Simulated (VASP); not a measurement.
Wanted: the native input for a VASP 6.6.1 run.

- Task: single point
- Functional: PBE
- Dispersion: D3(BJ)
- Potentials or basis: VASP PAW PBE potentials, release 64 (Mg, O)
- Cutoff: 520 eV
- k mesh: 6 × 6 × 6
- Occupations: gaussian, width 0.01 eV
- Spin: no spin polarisation
- Dipole correction: no
- Further INCAR settings: ALGO = Normal; EDIFF = 1e-07; NBANDS = 11

The structure of MgO lies in POSCAR:

```
MgO
1.0
    2.6233491285      0.0000000000      0.0000000000
    0.0000000000      2.6233491285      0.0000000000
    0.0000000000      0.0000000000      2.6233491285
Mg O
1 1
Direct
    0.0000000000      0.0000000000      0.0000000000
    0.5000000000      0.5000000000      0.5000000000
```

The input as run:

INCAR

```
SYSTEM = MgO
ALGO = Normal
EDIFF = 1E-7
ENCUT = 520
GGA = PE
ISIF = 2
ISMEAR = 0
IVDW = 12
LASPH = .True.
LCHARG = .False.
LREAL = .False.
LWAVE = .False.
NBANDS = 11
NELM = 100
PREC = Accurate
SIGMA = 0.01
```

KPOINTS

```
k-points
0
Gamma
  6 6 6
  0 0 0
```

Potentials or basis: VASP PAW PBE potentials, release 64 (Mg, O).

Run with:

```bash
$ cat potpaw_PBE.64/Mg/POTCAR potpaw_PBE.64/O/POTCAR > POTCAR
$ mpirun -np 1 vasp_std > vasp.out
```

Results of the run:

```yaml
Pressure: 0.0 GPa
Band_gap_on_the_k_mesh: 2.62 eV, indirect (least direct gap 3.64 eV)
Dispersion_energy_per_atom: -0.304 eV
```

Run time: 6 s on 1 thread of Intel Xeon 8259CL, with other jobs on the host, peak memory 0.13 GiB.
